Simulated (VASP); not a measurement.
Input of a VASP 6.6.1 run:

Contents of POSCAR:

```
BaS
1.0
    0.0000000000      3.1937500000      3.1937500000
    3.1937500000      0.0000000000      3.1937500000
    3.1937500000      3.1937500000      0.0000000000
Ba S
1 1
Direct
    0.0000000000      0.0000000000      0.0000000000
    0.5000000000      0.5000000000      0.5000000000
```

File INCAR.step1:

```
SYSTEM = BaS
ALGO = Normal
EDIFF = 1E-5
ENCUT = 600
GGA = PE
ISMEAR = -1
LASPH = .TRUE.
LCHARG = .FALSE.
LREAL = .FALSE.
LWAVE = .TRUE.
NBANDS = 15
NELM = 60
PREC = Accurate
SIGMA = 0.05
```

INCAR.step2

```
SYSTEM = BaS
AEXX = 0.25
ALGO = Normal
EDIFF = 1E-7
EDIFFG = -0.01
ENCUT = 600
GGA = PS
IBRION = 2
ISIF = 3
ISMEAR = -1
ISTART = 1
LASPH = .TRUE.
LCHARG = .FALSE.
LHFCALC = .TRUE.
LREAL = .FALSE.
LWAVE = .FALSE.
NELM = 60
NSW = 60
PREC = Accurate
PRECFOCK = Normal
SIGMA = 0.05
```

KPOINTS

```
k-points
0
G
  4 4 4
  0 0 0
```

Potentials or basis: VASP PAW PBE potentials, release 64 (Ba_sv, S).

Run with:

```sh
$ cat potpaw_PBE.64/Ba_sv/POTCAR potpaw_PBE.64/S/POTCAR > POTCAR
$ cp INCAR.step1 INCAR
$ mpirun -np 1 vasp_std > vasp.out
$ cp INCAR.step2 INCAR
$ mpirun -np 1 vasp_std > vasp.out
```

Task: Predict the relaxed volume.

Result: 32.26 Å³/atom.

Task: Predict the relaxed cell.

Result: a = 4.502 Å, b = 4.502 Å, c = 4.502 Å, α = 60.00°, β = 60.00°, γ = 60.00°.

Final structure:
```
CELL_PARAMETERS angstrom
0.00000 3.18330 3.18330
3.18330 0.00000 3.18330
3.18330 3.18330 0.00000
ATOMIC_POSITIONS crystal
Ba 0.00000 0.00000 0.00000
S 0.50000 0.50000 0.50000
```

Caveat: the k points lie up to 0.43 Å⁻¹ apart in the final cell; the PAW data sets were made with another functional, which shifts forces and pressure a little.
